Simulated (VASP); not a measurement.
## Cu: single point with PBEsol

The system is Cu.

```
CELL_PARAMETERS angstrom
-1.44279 1.44279 1.37608
1.44279 -1.44279 1.37608
1.44279 1.44279 -1.37608
ATOMIC_POSITIONS crystal
Cu 0.00000 0.00000 0.00000
```

```yaml
Program: VASP 6.6.1
Task: single point
Functional: PBEsol
Potentials_or_basis: VASP PAW PBE potentials, release 64 (Cu)
Cutoff: 520 eV
k_mesh: 15 × 15 × 15
Occupations: fermi-dirac, width 0.1 eV
Spin: no spin polarisation
Dipole_correction: no
Further_INCAR_settings: ALGO = Normal; EDIFF = 1e-06; NBANDS = 12
```

```
Pressure : -0.6 GPa
```

Stress tensor (GPa, compression positive):
```
-0.55  0.00  0.00
 0.00 -0.55  0.00
 0.00  0.00 -0.76
```

Levels at points of the mesh, in eV from the Fermi level:
```
           k point  band 2  band 3  band 4  band 5  band 6  band 7  band 8  band 9  band 10  band 11
(0.00, 0.00, 0.00)   -3.27   -3.07   -3.07   -2.19   -1.99   24.90   24.90   26.15    28.93    28.93
```

It took 20 s on 1 thread of AMD EPYC 9R45 96-Core Processor (Zen 5) (shared host), peak memory 0.11 GiB.

Caveat: the PAW data sets were made with another functional, which shifts forces and pressure a little.
